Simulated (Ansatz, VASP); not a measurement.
## Two plane-wave programs on Ti

```xyz
1
Lattice="0.0000 1.7297 1.7297 1.7297 0.0000 1.7297 1.7297 1.7297 0.0000" Properties=species:S:1:pos:R:3 pbc="T T T"
Ti    0.0000    0.0000    0.0000
```

Change from the starting cell: volume scaled by 0.594, to set the pressure.

Alike in both runs: task single point; functional PBE; k mesh 19 × 19 × 19; occupations fermi-dirac, width 0.1 eV; no spin polarisation.

|  | VASP | Ansatz |
| --- | --- | --- |
| version | VASP 6.6.1 | Ansatz 0.2.0 |
| potentials or method | VASP PAW PBE potentials, release 64 (Ti_sv) | PAW with Ansatz's default frozen-core files, scalar-relativistic |
| plane-wave cutoff (eV) | 520 | 420 |
| valence electrons in the cell | 12 | 12 |

```csv
,VASP,Ansatz,Ansatz less VASP
pressure (GPa),125.5,126.9,+1.36
```

Both programs put the cell under a high pressure, so it lies far from rest at this level.

Noted on VASP's run: the cell as given lies far from equilibrium.
